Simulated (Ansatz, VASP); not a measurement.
**Two plane-wave programs on WC**

Contents of INCAR:

```
SYSTEM = WC
ALGO = Normal
EDIFF = 1E-7
ENCUT = 520
GGA = PE
ISIF = 2
ISMEAR = 0
LASPH = .TRUE.
LCHARG = .FALSE.
LREAL = .FALSE.
LWAVE = .FALSE.
NBANDS = 16
NELM = 80
PREC = Accurate
SIGMA = 0.15
```

The input KPOINTS:

```
k-points
0
G
  18 18 16
  0 0 0
```

Contents of POSCAR:

```
WC
1.0
    2.9005014360      0.0000000000      0.0000000000
   -1.4502507180      2.5119079273      0.0000000000
    0.0000000000      0.0000000000      2.8290000000
W C
1 1
Direct
   -0.0291432182      0.0796207527      0.0000000000
    0.6666666667      0.3333333333      0.5000000000
```

Input for Ansatz:

```yaml
crystal:
  lattice:
    - [2.900501436, 0.0, 0.0]
    - [-1.450250718, 2.5119079273, 0.0]
    - [0.0, 0.0, 2.829]
  atoms:
    - { symbol: W, position: [-0.0291432182, 0.0796207527, 0.0] }
    - { symbol: C, position: [0.6666666667, 0.3333333333, 0.5] }
basis:
  ecutwfc: 420
kpoints:
  mp_grid: { grid: [18, 18, 16] }
hamiltonian:
  xc: pbe
scf:
  occupations: { method: gaussian, width: 0.15 }
output:
  forces: true
  stress: true
  eigenvalues: true
```

Alike in both runs: task single point; functional PBE; k mesh 18 × 18 × 16; occupations gaussian, width 0.15 eV; no spin polarisation.

|  | VASP | Ansatz |
| --- | --- | --- |
| version | VASP 6.6.1 | Ansatz 0.2.0 |
| potentials or method | VASP PAW PBE potentials, release 64 (W_sv, C), cutoff 520 eV | scalar-relativistic, plane waves, PAW |
| valence electrons in the cell | 18 | 18 |

```csv
,VASP,Ansatz,Ansatz less VASP
gap on the k mesh at the Fermi level (eV),none,none,-
pressure (GPa),23.5,22.2,-1.28
"traceless stress, the component that is largest in VASP (GPa)",-13.94,-13.57,+0.365
rms of the force components (eV/Å),2.843,2.825,-0.0180
```

Atom by atom the forces differ by 0.018 eV/Å (rms over components). A gap of «none» marks a metal or a gap that the smearing closes.

Spin-orbit coupling is off throughout.
